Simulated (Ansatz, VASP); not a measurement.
Two plane-wave programs on Si

The input INCAR:

```
SYSTEM = Si
ALGO     = Fast           ! electronic algorithm
EDIFF    = 1E-6           ! SCF threshold, eV
ENCUT    = 520            ! plane-wave cutoff, eV
GGA      = PE             ! functional
ISIF     = 2              ! what is computed and relaxed
ISMEAR   = 0              ! smearing method
IVDW     = 12             ! dispersion correction
LASPH    = .TRUE.         ! aspherical terms in the spheres
LCHARG   = .TRUE.         ! write CHGCAR
LELF     = .TRUE.         ! ELF
LREAL    = .FALSE.        ! projectors in reciprocal space
LVHAR    = .TRUE.       
LWAVE    = .FALSE.        ! write WAVECAR
NBANDS   = 26             ! bands
NELM     = 60             ! most SCF steps
PREC     = Accurate       ! precision mode
SIGMA    = 0.15           ! smearing width, eV
```

KPOINTS

```
k-points
0
G
  16 16 16
  0 0 0
```

Contents of POSCAR:

```
Si
1.0
    0.0000000000      0.0000000000     -5.2382845215
   -3.2391234626     -3.2391234626     -2.6191422607
   -3.2391234626      3.2391234626     -2.6191422607
Si
8
Direct
    0.4781698108      0.5000000000      0.5436603785
    0.5000000000      0.5000000000      0.0000000000
    0.0000000000      0.5000000000      0.5000000000
    0.5000000000      0.0000000000      0.5000000000
    0.0000000000      0.5000000000      0.0000000000
    0.5000000000      0.0000000000      0.0000000000
    0.0000000000      0.0000000000      0.5000000000
    0.0000000000      0.0000000000      0.0000000000
```

Input for Ansatz:

```yaml
crystal:
  lattice:
    - [0.0, 0.0, -5.2382845215]
    - [-3.2391234626, -3.2391234626, -2.6191422607]
    - [-3.2391234626, 3.2391234626, -2.6191422607]
  atoms:
    - { symbol: Si, position: [0.4781698108, 0.5, 0.5436603785] }
    - { symbol: Si, position: [0.5, 0.5, 0.0] }
    - { symbol: Si, position: [0.0, 0.5, 0.5] }
    - { symbol: Si, position: [0.5, 0.0, 0.5] }
    - { symbol: Si, position: [0.0, 0.5, 0.0] }
    - { symbol: Si, position: [0.5, 0.0, 0.0] }
    - { symbol: Si, position: [0.0, 0.0, 0.5] }
    - { symbol: Si, position: [0.0, 0.0, 0.0] }
basis:
  ecutwfc: 420
kpoints:
  mp_grid: { grid: [16, 16, 16] }
hamiltonian:
  xc: pbe
  dispersion: d3bj
scf:
  occupations: { method: gaussian, width: 0.15 }
output:
  forces: true
  stress: true
  eigenvalues: true
```

Alike in both runs: task single point; functional PBE; dispersion D3(BJ); k mesh 16 × 16 × 16; occupations gaussian, width 0.15 eV; no spin polarisation.

|  | VASP | Ansatz |
| --- | --- | --- |
| version | VASP 6.6.1 | Ansatz 0.2.0 |
| potentials or method | VASP PAW PBE potentials, release 64 (Si), cutoff 520 eV | scalar-relativistic, plane waves, PAW |
| valence electrons in the cell | 32 | 32 |

```tsv
	VASP	Ansatz	Ansatz less VASP
gap on the k mesh at the Fermi level (eV)	none	none	-
pressure (GPa)	0.5	0.5	+0.06
traceless stress, the component that is largest in VASP (GPa)	-0.65	-0.65	-0.004
rms of the force components (eV/Å)	0.258	0.260	+0.0016
```

Atom by atom the forces differ by 0.002 eV/Å (rms over components). A gap of «none» marks a metal or a gap that the smearing closes.
